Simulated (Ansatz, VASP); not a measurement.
# AlNi3 in VASP and in Ansatz

```
Al Ni
1.0
     0.00000    2.80189    2.80189
     2.80189    0.00000    2.80189
     2.80189    2.80189    0.00000
Al Ni
1 3
Direct
  0.50000 0.50000 0.50000
  0.25000 0.25000 0.25000
  0.00000 0.00000 0.00000
  0.75000 0.75000 0.75000
```

Alike in both runs: task single point; functional PBEsol; k mesh 10 × 10 × 10; occupations gaussian, width 0.05 eV; no spin polarisation.

|  | VASP | Ansatz |
| --- | --- | --- |
| version | VASP 6.6.1 | Ansatz 0.2.0 |
| potentials or method | VASP PAW PBE potentials, release 64 (Al, Ni), cutoff 520 eV | scalar-relativistic, plane waves, PAW |
| valence electrons in the cell | 33 | 57 |

Ansatz gave:

| Quantity | Value |
| --- | --- |
| gap on the k mesh at the Fermi level (eV) | none |
| pressure (GPa) | -0.8 |

Problem. Estimate VASP's values.

Solution. gap on the k mesh at the Fermi level (eV): none; pressure (GPa): -0.7.

VASP's potentials were made for PBE, not for PBEsol. A gap of «none» marks a metal or a gap that the smearing closes. VASP's potentials hold 33 valence electrons a cell and Ansatz's 57, so a difference there can come from the potentials and not from the codes.
